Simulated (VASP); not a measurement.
MgO (Periclase):

```
Mg O
1.0
     0.00000    2.10217    2.10217
     2.10217    0.00000    2.10217
     2.10217    2.10217    0.00000
Mg O
1 1
Direct
  0.00000 0.00000 0.00000
  0.50000 0.50000 0.50000
```

Base run:

| Quantity | Value |
| --- | --- |
| Program | VASP 6.6.1 |
| Functional | r2SCAN |
| Potentials or basis | VASP PAW PBE potentials, release 64 (Mg_sv, O) |
| Cutoff | 660 eV |
| k mesh | 10 × 10 × 10 |
| Occupations | gaussian, width 0.02 eV |
| Spin | no spin polarisation |

Its results: band gap on the k mesh 5.71 eV, direct; pressure -0.2 GPa.

Q: The run is repeated on the same cell with these changes: potentials or basis from VASP PAW PBE potentials, release 64 (Mg_sv, O) to VASP PAW PBE potentials, release 64 (Mg, O); cutoff from 660 eV to 520 eV; further incar settings from ALGO = Normal; EDIFF = 1e-06; NBANDS = 15 to ALGO = Normal; EDIFF = 1e-06; NBANDS = 11; valence electrons from 16 to 8. What comes out?

A: Band gap on the k mesh 5.66 eV, direct; pressure -1.1 GPa.

Caveats: the PAW data sets were made with another functional, which shifts forces and pressure a little.

